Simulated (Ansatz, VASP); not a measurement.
## Zr in VASP and in Ansatz

```xyz
2
Lattice="3.2320 0.0000 0.0000 -1.6160 2.7990 0.0000 0.0000 0.0000 5.1470" Properties=species:S:1:pos:R:3 pbc="T T T"
Zr    1.6160    0.9330    3.8603
Zr    0.0000    1.8660    1.2868
```

Alike in both runs: task relaxation of cell and atoms; functional BLYP; k mesh 9 × 9 × 5; occupations fermi-dirac, width 0.05 eV; no spin polarisation.

```csv
,VASP,Ansatz
version,VASP 6.6.1,Ansatz 0.2.0
potentials or method,"VASP PAW PBE potentials, release 64 (Zr_sv), cutoff 600 eV","all-electron LAPW, scalar-relativistic"
```

Ansatz gave:

* relaxed volume (Å³/atom): 24.17
* relaxed cell length with the largest relative difference (Å): 5.241

Q: Which values does VASP return?

A: Relaxed volume (Å³/atom): 24.19; relaxed cell length with the largest relative difference (Å): 5.243.

VASP's potentials were made for PBE, not for BLYP. Ansatz ran all-electron here, and VASP with PAW potentials.
